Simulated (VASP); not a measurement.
# ScGaN (P-6m2) in VASP: notebook

Runs on ScGaN. Level: PBE. Tasks: single point, relaxation of cell and atoms.

Everything below comes from runs of VASP 6.6.1. Logs are shortened: lines on timing, memory, paths and dates and some standing lists are left out, and cuts for length are marked.

## 1. The cell of the first run

The structure is hexagonal, space group P-6m2 (No. 187). Conventional cell: a = 3.852 Å, b = 3.852 Å, c = 3.856 Å, α = 90.00°, β = 90.00°, γ = 120.00°. Sc (site symmetry -6m2) has 3 N at 2.22 Å within 2.9 Å. Within 3.9 Å of Ga (site symmetry -6m2) lie 6 Sc at 2.94 Å and 6 N at 2.94 Å and 8 Ga at 3.85 to 3.86 Å. N (site symmetry -6m2) has 3 Sc at 2.22 Å within 2.9 Å.

## 2. Single point, PBE

INCAR reads:

```
  PREC = Accurate
  ENCUT = 520
  EDIFF = 1E-6
  ISMEAR = 0
  SIGMA = 0.1
  LREAL = False
  LASPH = True
  NELM = 100
  ALGO = Normal
  ISIF = 2
  LWAVE = False
  LCHARG = False
  GGA = PE
  NBANDS = 22
```

KPOINTS reads:

```
Automatic mesh
0
Gamma
  6 6 4
```

POSCAR reads:

```
ScGaN
1.0
    3.8521282800      0.0000000000      0.0000000000
   -1.9260641400      3.3360409500      0.0000000000
    0.0000000000      0.0000000000      3.8560319800
Sc Ga N
1 1 1
Direct
    0.3333333300      0.6666666700      0.5000000000
    0.6666666700      0.3333333300      0.0000000000
    0.0000000000      0.0000000000      0.5000000000
```

Potentials or basis: VASP PAW PBE potentials, release 64 (Sc_sv, Ga_d, N).

Started as:

```
$ cat potpaw_PBE.64/Sc_sv/POTCAR potpaw_PBE.64/Ga_d/POTCAR potpaw_PBE.64/N/POTCAR > POTCAR
$ mpirun -np 1 vasp_std > vasp.out
```

OUTCAR:

```text
PREC = Accurate
   ENCUT = 520
   EDIFF = 1E-6
   ISMEAR = 0
   LREAL = False
   LASPH = True
   NELM = 100
   ISIF = 2
   GGA = PE

 ion  position               nearest neighbor table
   1  0.333  0.667  0.500-   3 2.22   3 2.22   3 2.22   2 2.94   2 2.94   2 2.94   2 2.94   2 2.94
                             2 2.94
   2  0.667  0.333  0.000-   1 2.94   1 2.94   1 2.94   1 2.94   1 2.94   1 2.94
   3  0.000  0.000  0.500-   1 2.22   1 2.22   1 2.22

  LATTYP: Found a hexagonal cell.
 ALAT       =     3.8521282800
 C/A-ratio  =     1.0010133879

  Lattice vectors:

 A1 = (   3.8521282800,   0.0000000000,   0.0000000000)
 A2 = (  -1.9260641400,   3.3360409500,   0.0000000000)
 A3 = (   0.0000000000,   0.0000000000,   3.8560319800)

Analysis of symmetry for initial positions (statically):
=====================================================================
 Subroutine PRICEL returns:
 Original cell was already a primitive cell.

 Routine SETGRP: Setting up the symmetry group for a
 hexagonal supercell.

 Subroutine GETGRP returns: Found 12 space group operations
 (whereof 12 operations were pure point group operations)
 out of a pool of 24 trial point group operations.

The static configuration has the point symmetry D_3h.

Analysis of symmetry for dynamics (positions and initial velocities):
=====================================================================
 Subroutine PRICEL returns:
 Original cell was already a primitive cell.

 Routine SETGRP: Setting up the symmetry group for a
 hexagonal supercell.

 Subroutine GETGRP returns: Found 12 space group operations
 (whereof 12 operations were pure point group operations)
 out of a pool of 24 trial point group operations.

The dynamic configuration has the point symmetry D_3h.

 Subroutine INISYM returns: Found 12 space group operations
 (whereof 12 operations are pure point group operations),
 and found     1 'primitive' translations

----------------------------------------------------------------------------------------

                                     Primitive cell

  volume of cell :      49.5533

  direct lattice vectors                    reciprocal lattice vectors
     3.852128280  0.000000000  0.000000000     0.259596755  0.149878256  0.000000000
    -1.926064140  3.336040950  0.000000000     0.000000000  0.299756512  0.000000000
[... 81 lines left out ...]
   ENCUT  =  520.0 eV  38.22 Ry    6.18 a.u.   7.16  7.16  7.17*2*pi/ulx,y,z
   NELM   =    100;   NELMIN=  2; NELMDL= -5     # of ELM steps
   EDIFF  = 0.1E-05   stopping-criterion for ELM
   LREAL  =      F    real-space projection
   EDIFFG = 0.1E-04   stopping-criterion for IOM
   NSW    =      0    number of steps for IOM
   IBRION =     -1    ionic relax: 0-MD 1-quasi-New 2-CG
   NFREE  =      0    steps in history (QN), initial steepest desc. (CG)
   ISIF   =      2    stress and relaxation
   ISYM   =      2    0-nonsym 1-usesym 2-fastsym
   POTIM  = 0.5000    time-step for ionic-motion
   TEBEG  =    0.0;   TEEND  =   0.0 temperature during run
   PSTRESS=    0.0 pullay stress
   NELECT =      29.0000    total number of electrons
   NUPDOWN=      -1.0000    fix difference up-down
   EMIN   =  10.00;   EMAX   =-10.00  energy-range for DOS
   EFERMI =   0.00;   METHOD = LEGACY
   ISMEAR =     0;   SIGMA  =   0.10  broadening in eV -4-tet -1-fermi 0-gaus
   EFERMI_NEDOS =   21; number of points for ismear=-14 and -15
   IALGO  =     38    algorithm
   IMIX   =      4    mixing-type and parameters
     AMIX     =   0.40;   BMIX     =  1.00
     AMIX_MAG =   1.60;   BMIX_MAG =  1.00
  volume/ion in A,a.u.               =      16.52       111.47
  Fermi-wavevector in a.u.,A,eV,Ry     =   1.369357  2.587709 25.512797  1.875138
  Thomas-Fermi vector in A             =   2.495239
   LORBIT       =      0    0 simple, 1 ext, 2 COOP (PROOUT), +10 PAW based schemes
   GGA     = PE    functional components
   LHFCALC =     F    Hartree Fock is set to
   AEXX    =    0.0000 exact exchange contribution
   IVDW    =     0    specifies the selected vdW correction
   LEPSILON=     F    determine dielectric tensor
   LRPA    =     F    only Hartree local field effects (RPA)
 non-spin polarized calculation
 Gauss-broadening in eV      SIGMA  =   0.10
  energy-cutoff  :      520.00
  volume of cell :       49.55
 maximum number of plane-waves:      1368
 NGX is ok and might be reduce to    30
   NGX = 15   NGY = 15   NGZ = 15

 number of electron      28.9999994 magnetization

 Free energy of the ion-electron system (eV)
  ---------------------------------------------------
  ext. energy  EPLUGINS =         0.00000000
  ---------------------------------------------------
  free energy    TOTEN  =       -18.37384782 eV

  energy without entropy =      -18.36330904  energy(sigma->0) =      -18.36857843

 E-fermi :   4.4784     XC(G=0): -10.6554

 val. band max:        4.4249712632   @ k =   0.3333   0.1667   0.5000
 cond. band min:       4.5225457134   @ k =   0.1667   0.1667   0.2500
 fundamental gap:      0.0975744501
 Fermi energy:         4.4783955944

 k-point     1 :       0.0000    0.0000    0.0000
  band No.  band energies     occupation
      1     -44.7897      2.00000
      2     -23.4814      2.00000
      3     -23.3833      2.00000
      4     -23.3833      2.00000
      5     -10.4832      2.00000
      6     -10.4349      2.00000
[... 514 lines left out ...]
     21      10.3964      0.00000
     22      11.0445      0.00000

------------------------ aborting loop because EDIFF is reached ----------------------------------------

  FORCE on cell =-STRESS in cart. coord.  units (eV):
  Direction    XX          YY          ZZ          XY          YZ          ZX
  --------------------------------------------------------------------------------------
  -------------------------------------------------------------------------------------
  Total       -4.3399876     -4.3399876      2.9892179      0.0000000      0.0000000      0.0000000
  in kB     -140.3221815   -140.3221816     96.6485673      0.0000000      0.0000000      0.0000000
  external PRESSURE =     -61.3319320 kB  Pullay stress =       0.0000000 kB

 VOLUME and BASIS-vectors are now :
 -----------------------------------------------------------------------------
  energy-cutoff  :      520.00
  volume of cell :       49.55
      direct lattice vectors                 reciprocal lattice vectors
     3.852128280  0.000000000  0.000000000     0.259596755  0.149878256  0.000000000
    -1.926064140  3.336040950  0.000000000     0.000000000  0.299756512  0.000000000
     0.000000000  0.000000000  3.856031980     0.000000000  0.000000000  0.259333949

 POSITION                                       TOTAL-FORCE (eV/Angst)
 -----------------------------------------------------------------------------------
     -0.00000      2.22403      1.92802        -0.000000      0.000000      0.000000
      1.92606      1.11201      0.00000         0.000000     -0.000000      0.000000
      0.00000      0.00000      1.92802         0.000000     -0.000000      0.000000
 -----------------------------------------------------------------------------------
    total drift:                                0.000012     -0.000007      0.000000

  FREE ENERGIE OF THE ION-ELECTRON SYSTEM (eV)
  ---------------------------------------------------
  free  energy   TOTEN  =       -18.3738478226 eV

  energy  without entropy=      -18.3633090366  energy(sigma->0) =      -18.36857843
```

stdout:

```text
POSCAR found type information on POSCAR ScGaN
 POSCAR found :  3 types and       3 ions
 scaLAPACK will be used
 LDA part: xc-table for (Slater+PW92), standard interpolation
 POSCAR, INCAR and KPOINTS ok, starting setup
 FFT: planning ... GRIDC
 FFT: planning ... GRID_SOFT
 FFT: planning ... GRID
 WAVECAR not read
 entering main loop
```

It took 35 s on 1 thread of Intel Xeon Platinum 8375C at 2.90GHz (Ice Lake), shared host; peak memory 0.18 GiB.

What came out:

- Free energy: -18.3738 eV
- Pressure: -6.1 GPa

Levels at points of the mesh, in eV from the Fermi level:
```csv
k point,band 12,band 13,band 14,band 15,band 16,band 17
"(0.00, 0.00, 0.00)",-3.17,-3.17,-1.97,1.56,2.60,2.60
"(0.50, 0.00, 0.00)",-2.30,-1.96,-1.89,-1.08,1.96,2.23
"(0.00, 0.00, 0.50)",-2.91,-2.91,-0.16,0.51,1.49,1.49
"(0.50, 0.00, 0.50)",-4.08,-3.10,-1.91,0.29,0.94,1.82
```

Caveat: the k points lie up to 0.41 Å⁻¹ apart.

(Continued in part 2 of 2.)
